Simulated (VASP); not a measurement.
A run of VASP 6.6.1:

File INCAR:

```
SYSTEM = C
  PREC = Accurate
  ENCUT = 520
  EDIFF = 1E-6
  ISMEAR = 0
  SIGMA = 0.1
  LREAL = .FALSE.
  LASPH = .TRUE.
  NELM = 100
  ALGO = Normal
  ISIF = 2
  LWAVE = .FALSE.
  LCHARG = .TRUE.
  GGA = PE
  IVDW = 12
  LELF = .TRUE.
  LVHAR = .TRUE.
  NBANDS = 16
```

File KPOINTS:

```
Automatic mesh
0
G
  12 12 4
  0 0 0
```

File POSCAR:

```
C
1.0
    1.2280479700     -2.1270618200      0.0000000000
    1.2280479700      2.1270618200      0.0000000000
    0.0000000000      0.0000000000      7.1732677600
C
4
Direct
    0.0833794600      0.9166205400      0.7531376000
    0.5833794600      0.4166205400      0.2468624000
    0.9166205400      0.0833794600      0.2468624000
    0.4166205400      0.5833794600      0.7531376000
```

Potentials or basis: VASP PAW PBE potentials, release 64 (C).

Launch:

```sh
$ cat potpaw_PBE.64/C/POTCAR > POTCAR
$ mpirun -np 1 vasp_std > vasp.out
```

Hardware: 1 thread of Intel(R) Xeon(R) Platinum 8375C CPU @ 2.90GHz (Ice Lake), with other jobs on the host.

Task: How long does it take, and how much memory?

Result: It took 76 s on 1 thread of Intel(R) Xeon(R) Platinum 8375C CPU @ 2.90GHz (Ice Lake), with other jobs on the host, peak memory 0.19 GiB. Counts: scf iterations 12, k points 129.
